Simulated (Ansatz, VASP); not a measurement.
# Two plane-wave programs on GaP

```
Ga P
1.0
     3.18644    0.00000    0.00000
     0.00000    3.18644    0.00000
     0.00000    0.00000    3.18644
Ga P
1 1
Direct
  0.00000 0.00000 0.00000
  0.50000 0.50000 0.50000
```

Alike in both runs: task single point; functional PBE; k mesh 8 × 8 × 8; occupations fermi-dirac, width 0.02 eV; no spin polarisation.

|  | VASP | Ansatz |
| --- | --- | --- |
| version | VASP 6.6.1 | Ansatz 0.2.0 |
| potentials or method | VASP PAW PBE potentials, release 64 (Ga_d, P) | plane waves, PAW |
| plane-wave cutoff (eV) | 520 | 420 |
| valence electrons in the cell | 18 | 18 |

VASP gave:

| Property | Result |
| --- | --- |
| pressure (GPa) | 2.1 |

Problem. Estimate Ansatz's values.

Solution. Pressure (GPa): 1.6.
